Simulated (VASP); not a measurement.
# C (P6_3/mmc) in VASP: notebook

Runs on C. Level: PBE. Tasks: single point.

Everything below comes from runs of VASP 6.6.1. Logs are shortened: lines on timing, memory, paths and dates and some standing lists are left out, and cuts for length are marked.

## (1) The cell of the first run

It takes space group P6_3/mmc (No. 194, hexagonal). The conventional cell has a = 1.648 Å, b = 1.648 Å, c = 7.856 Å, α = 90.00°, β = 90.00°, γ = 120.00°. C (site symmetry -6m2) has 6 C at 1.65 Å within 2.2 Å.

## (2) Single point, PBE (volume scaled by 0.88)

The input, INCAR:

```
SYSTEM = C
ALGO = Normal
EDIFF = 1E-6
ENCUT = 520
GGA = PE
ISIF = 2
ISMEAR = -1
LASPH = .TRUE.
LCHARG = .TRUE.
LELF = .TRUE.
LREAL = .FALSE.
LVHAR = .TRUE.
LWAVE = .FALSE.
NBANDS = 11
NELM = 100
PREC = Accurate
SIGMA = 0.1
```

The input, KPOINTS:

```
k-points
0
G
  23 23 5
  0 0 0
```

The input, POSCAR:

```
C
1.0
    1.6477582033      0.0000000000      0.0000000000
   -0.8238791016      1.4270004633      0.0000000000
    0.0000000000      0.0000000000      7.8563495325
C
2
Direct
    0.3333333333      0.6666666667      0.2500000000
    0.6666666667      0.3333333333      0.7500000000
```

Potentials or basis: VASP PAW PBE potentials, release 64 (C).

Started as:

```
$ cat potpaw_PBE.64/C/POTCAR > POTCAR
$ mpirun -np 1 vasp_std > vasp.out
```

OUTCAR:

```text
SYSTEM = C
   EDIFF = 1E-6
   ENCUT = 520
   GGA = PE
   ISIF = 2
   ISMEAR = -1
   LASPH = .TRUE.
   LREAL = .FALSE.
   NELM = 100
   PREC = Accurate

 ion  position               nearest neighbor table
   1  0.333  0.667  0.250-
   2  0.667  0.333  0.750-

  LATTYP: Found a hexagonal cell.
 ALAT       =     1.6477582033
 C/A-ratio  =     4.7679019390

  Lattice vectors:

 A1 = (   1.6477582033,   0.0000000000,   0.0000000000)
 A2 = (  -0.8238791016,   1.4270004633,   0.0000000000)
 A3 = (   0.0000000000,   0.0000000000,   7.8563495325)

Analysis of symmetry for initial positions (statically):
=====================================================================
 Subroutine PRICEL returns:
 Original cell was already a primitive cell.

 Routine SETGRP: Setting up the symmetry group for a
 hexagonal supercell.

 Subroutine GETGRP returns: Found 24 space group operations
 (whereof 12 operations were pure point group operations)
 out of a pool of 24 trial point group operations.

The static configuration has the point symmetry D_3d.
 The point group associated with its full space group is D_6h.

Analysis of symmetry for dynamics (positions and initial velocities):
=====================================================================
 Subroutine PRICEL returns:
 Original cell was already a primitive cell.

 Routine SETGRP: Setting up the symmetry group for a
 hexagonal supercell.

 Subroutine GETGRP returns: Found 24 space group operations
 (whereof 12 operations were pure point group operations)
 out of a pool of 24 trial point group operations.

The dynamic configuration has the point symmetry D_3d.
 The point group associated with its full space group is D_6h.

 Subroutine INISYM returns: Found 24 space group operations
 (whereof 12 operations are pure point group operations),
 and found     1 'primitive' translations

----------------------------------------------------------------------------------------

                                     Primitive cell

  volume of cell :      18.4730

  direct lattice vectors                    reciprocal lattice vectors
     1.647758203  0.000000000  0.000000000     0.606885159  0.350385310  0.000000000
    -0.823879102  1.427000463  0.000000000     0.000000000  0.700770620  0.000000000
     0.000000000  0.000000000  7.856349533     0.000000000  0.000000000  0.127285579

  length of vectors
     1.647758203  1.647758203  7.856349533     0.700770620  0.700770620  0.127285579

[... 87 lines left out ...]
   ISYM   =      2    0-nonsym 1-usesym 2-fastsym
   POTIM  = 0.5000    time-step for ionic-motion
   TEBEG  =    0.0;   TEEND  =   0.0 temperature during run
   PSTRESS=    0.0 pullay stress
   NELECT =       8.0000    total number of electrons
   NUPDOWN=      -1.0000    fix difference up-down
   EMIN   =  10.00;   EMAX   =-10.00  energy-range for DOS
   EFERMI =   0.00;   METHOD = LEGACY
   ISMEAR =    -1;   SIGMA  =   0.10  broadening in eV -4-tet -1-fermi 0-gaus
   EFERMI_NEDOS =   21; number of points for ismear=-14 and -15
   IALGO  =     38    algorithm
   IMIX   =      4    mixing-type and parameters
     AMIX     =   0.40;   BMIX     =  1.00
     AMIX_MAG =   1.60;   BMIX_MAG =  1.00
  volume/ion in A,a.u.               =       9.24        62.33
  Fermi-wavevector in a.u.,A,eV,Ry     =   1.238584  2.340584 20.872556  1.534090
  Thomas-Fermi vector in A             =   2.373103
   LORBIT       =      0    0 simple, 1 ext, 2 COOP (PROOUT), +10 PAW based schemes
   GGA     = PE    functional components
   LHFCALC =     F    Hartree Fock is set to
   AEXX    =    0.0000 exact exchange contribution
   IVDW    =     0    specifies the selected vdW correction
   LEPSILON=     F    determine dielectric tensor
   LRPA    =     F    only Hartree local field effects (RPA)
 non-spin polarized calculation
  energy-cutoff  :      520.00
  volume of cell :       18.47
 maximum number of plane-waves:       520
   NGX =  7   NGY =  7   NGZ = 29

 number of electron       7.9999998 magnetization

 Free energy of the ion-electron system (eV)
  ---------------------------------------------------
  ext. energy  EPLUGINS =         0.00000000
  ---------------------------------------------------
  free energy    TOTEN  =       -10.44724007 eV

  energy without entropy =      -10.43757491  energy(sigma->0) =      -10.44240749

 E-fermi :   5.4840     XC(G=0):  -9.9351

 val. band max:        5.4120234323   @ k =   0.3478   0.0870   0.4000
 cond. band min:       5.5465012048   @ k =   0.3478   0.0870   0.4000
 fundamental gap:      0.1344777725
 Fermi energy:         5.4840211926

 k-point     1 :       0.0000    0.0000    0.0000
  band No.  band energies     occupation
      1     -17.4648      2.00000
      2     -17.4068      2.00000
      3      -4.6678      2.00000
      4      -3.9645      2.00000
      5       7.5727      0.00000
      6      12.0810      0.00000
      7      16.1733      0.00000
      8      23.8014      0.00000
      9      23.8014      0.00000
     10      23.8052      0.00000
     11      23.8052      0.00000
[... 309 lines left out ...]
 k-point    24 :       0.0870    0.0870    0.0000
  band No.  band energies     occupation
      1     -16.2407      2.00000
      2     -16.1876      2.00000
      3      -3.1349      2.00000
      4      -2.4551      2.00000
      5       9.0597      0.00000
      6      13.6094      0.00000
      7      16.6578      0.00000
      8      20.2124      0.00000
      9      21.0319      0.00000
     10      21.0337      0.00000
     11      21.5080      0.00000

 [... further k-points ...]

------------------------ aborting loop because EDIFF is reached ----------------------------------------

  FORCE on cell =-STRESS in cart. coord.  units (eV):
  Direction    XX          YY          ZZ          XY          YZ          ZX
  --------------------------------------------------------------------------------------
  -------------------------------------------------------------------------------------
  Total        3.6417200      3.6417200     -0.0021373      0.0000000      0.0000000     -0.0000000
  in kB      315.8484446    315.8484446     -0.1853688      0.0000000      0.0000000     -0.0000000
  external PRESSURE =     210.5038401 kB  Pullay stress =       0.0000000 kB

 VOLUME and BASIS-vectors are now :
 -----------------------------------------------------------------------------
  energy-cutoff  :      520.00
  volume of cell :       18.47
      direct lattice vectors                 reciprocal lattice vectors
     1.647758203  0.000000000  0.000000000     0.606885159  0.350385310  0.000000000
    -0.823879102  1.427000463  0.000000000     0.000000000  0.700770620  0.000000000
     0.000000000  0.000000000  7.856349533     0.000000000  0.000000000  0.127285579

 POSITION                                       TOTAL-FORCE (eV/Angst)
 -----------------------------------------------------------------------------------
     -0.00000      0.95133      1.96409        -0.000000      0.000000      0.000000
      0.82388      0.47567      5.89226         0.000000     -0.000000      0.000000
 -----------------------------------------------------------------------------------
    total drift:                               -0.000000      0.000000     -0.000000

  FREE ENERGIE OF THE ION-ELECTRON SYSTEM (eV)
  ---------------------------------------------------
  free  energy   TOTEN  =       -10.4472400735 eV

  energy  without entropy=      -10.4375749139  energy(sigma->0) =      -10.44240749
```

OSZICAR:

```text
N       E                     dE             d eps       ncg     rms          rms(c)
DAV:   1     0.156402206210E+02    0.15640E+02   -0.44867E+03  3897   0.656E+02
DAV:   2    -0.989838512901E+01   -0.25539E+02   -0.23903E+02  5135   0.126E+02
DAV:   3    -0.107295638014E+02   -0.83118E+00   -0.82099E+00  4571   0.177E+01
DAV:   4    -0.107337026366E+02   -0.41388E-02   -0.41371E-02  4154   0.149E+00
DAV:   5    -0.107337197493E+02   -0.17113E-04   -0.17113E-04  4278   0.989E-02    0.359E+00
DAV:   6    -0.105156912020E+02    0.21803E+00   -0.15969E-01  3761   0.226E+00    0.210E+00
DAV:   7    -0.104453995045E+02    0.70292E-01   -0.19643E-01  3817   0.250E+00    0.430E-01
DAV:   8    -0.104470503853E+02   -0.16509E-02   -0.37041E-03  3927   0.425E-01    0.720E-02
DAV:   9    -0.104471586305E+02   -0.10825E-03   -0.19216E-04  4157   0.879E-02    0.298E-02
DAV:  10    -0.104472399640E+02   -0.81333E-04   -0.82204E-05  3810   0.620E-02    0.521E-03
DAV:  11    -0.104472400735E+02   -0.10951E-06   -0.34601E-07  3492   0.457E-03
   1 F= -.10447240E+02 E0= -.10442407E+02  d E =-.966516E-02
```

stdout:

```text
POSCAR found type information on POSCAR C
 POSCAR found :  1 types and       2 ions
 scaLAPACK will be used
 LDA part: xc-table for (Slater+PW92), standard interpolation
 POSCAR, INCAR and KPOINTS ok, starting setup
 FFT: planning ... GRIDC
 FFT: planning ... GRID_SOFT
 FFT: planning ... GRID
 WAVECAR not read
 entering main loop
```

Run time: 15 s. Hardware: 1 thread of Intel Xeon Platinum 8488C (Sapphire Rapids), shared host; peak memory 0.13 GiB.

Results:

```
Free energy            : -10.4472 eV
Pressure               : 21.1 GPa
Band gap on the k mesh : zero (band 4 reaches 6.19 eV, above the bottom of band 5 at 4.93 eV)
```

Caveat: this functional lacks dispersion, which binds the layers, so the pressure and a relaxed spacing across them are unreliable.

[end of part 1 of 3]
